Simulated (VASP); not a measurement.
Crystal: K.

```
CELL_PARAMETERS angstrom
-2.61250 2.61250 2.61250
2.61250 -2.61250 2.61250
2.61250 2.61250 -2.61250
ATOMIC_POSITIONS crystal
K 0.00000 0.00000 0.00000
```

* Program: VASP 6.6.1
* Task: relaxation of cell and atoms
* Functional: revPBE
* Potentials or basis: VASP PAW PBE potentials, release 64 (K_sv)
* Cutoff: 600 eV
* k mesh: 9 × 9 × 9
* Occupations: fermi-dirac, width 0.1 eV
* Spin: no spin polarisation

At the start: pressure 0.4 GPa; volume 71.32 Å³/atom.

Question: How do energy, volume and symmetry change on relaxing?

Answer: Over 4 steps the energy falls by 10.2 meV/atom and the volume is 79.60 Å³/atom (+11.6 %); space group Im-3m (No. 229, to 0.1 Å) before and after.

The path:
```
step  energy change (eV)  largest force (eV/Å)  pressure (GPa)  volume (Å³)
   1              0.0000                0.0000            0.43        71.32
   2             -0.0045                0.0000            0.30        73.31
   3             -0.0101                0.0000            0.04        78.79
   4             -0.0102                0.0000            0.00        79.60
```

Final structure:
```yaml
crystal:
  lattice:
    - [-2.70986, 2.70986, 2.70986]
    - [2.70986, -2.70986, 2.70986]
    - [2.70986, 2.70986, -2.70986]
  atoms:
    - { symbol: K, position: [0.00000, 0.00000, 0.00000] }
```

Caveat: the PAW data sets were made with another functional, which shifts forces and pressure a little.
